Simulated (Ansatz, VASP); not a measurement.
This is a calculation of CdF2 for VASP 6.6.1.

POSCAR

```
CdF2
1.0
    0.0000000000      2.7294514339      2.7294514339
    2.7294514339      0.0000000000      2.7294514339
    2.7294514339      2.7294514339      0.0000000000
Cd F
1 2
Direct
    0.0000000000      0.0000000000      0.0000000000
    0.7500000000      0.7500000000      0.7500000000
    0.2500000000      0.2500000000      0.2500000000
```

Contents of INCAR.step1:

```
SYSTEM = CdF2
  PREC = Accurate
  ENCUT = 770
  ISMEAR = -1
  SIGMA = 0.05
  LREAL = .FALSE.
  LASPH = .TRUE.
  NELM = 120
  NBANDS = 24
  GGA = PE
  ALGO = Normal
  EDIFF = 1E-5
  LWAVE = .TRUE.
  LCHARG = .FALSE.
  GGA_COMPAT = .FALSE.
```

The input INCAR.step2:

```
SYSTEM = CdF2
  PREC = Accurate
  ENCUT = 770
  EDIFF = 1E-6
  ISMEAR = -1
  SIGMA = 0.05
  LREAL = .FALSE.
  LASPH = .TRUE.
  NELM = 120
  ALGO = Normal
  ISIF = 2
  LWAVE = .FALSE.
  LCHARG = .FALSE.
  METAGGA = R2SCAN
  LMIXTAU = .TRUE.
  NBANDS = 24
  ISTART = 1
  GGA_COMPAT = .FALSE.
```

Contents of KPOINTS:

```
regular mesh
0
G
  9 9 9
  0 0 0
```

Potentials or basis: VASP PAW PBE potentials, release 64 (Cd_sv_GW, F).

Run with:

```console
$ cat potpaw_PBE.64/Cd_sv_GW/POTCAR potpaw_PBE.64/F/POTCAR > POTCAR
$ cp INCAR.step1 INCAR
$ mpirun -np 1 vasp_std > vasp.out
$ cp INCAR.step2 INCAR
$ mpirun -np 1 vasp_std > vasp.out
```

Task: Translate it to Ansatz 0.2.0. Potentials there: Ansatz PAW.

Result: As run (the cutoff follows the program's own potentials):

The input input.yaml:

```yaml
crystal:
  lattice:
    - [0.0, 2.7294514339, 2.7294514339]
    - [2.7294514339, 0.0, 2.7294514339]
    - [2.7294514339, 2.7294514339, 0.0]
  atoms:
    - { symbol: Cd, position: [0.0, 0.0, 0.0] }
    - { symbol: F, position: [0.75, 0.75, 0.75] }
    - { symbol: F, position: [0.25, 0.25, 0.25] }
hamiltonian:
  xc: r2scan
  pseudopotentials: { kind: paw }
kpoints:
  mp_grid: { grid: [9, 9, 9] }
scf:
  occupations: { method: fermi_dirac, width: 0.05 }
output:
  forces: true
  stress: true
  eigenvalues: true
```

Potentials or basis: Ansatz PAW.

Command:

```sh
$ ansatz run input.yaml --threads 2 --pin off --max-ram 5632MiB --backend cpu --events-out ev --progress --plain --runs-dir out
```

Both were run:

|  | VASP | Ansatz | Ansatz less VASP |
| --- | --- | --- | --- |
| gap on the k mesh at the Fermi level (eV) | 3.67 | 3.68 | +0.006 |
| least direct gap on the mesh (eV) | 4.21 | 4.21 | +0.002 |
| pressure (GPa) | -4.4 | -4.0 | +0.42 |

VASP's potentials were made for PBE, not for r2SCAN.

Noted on Ansatz's run: odd divisions of the mesh miss points on the zone boundary, where band edges often lie, so the gap on the mesh can be too wide.
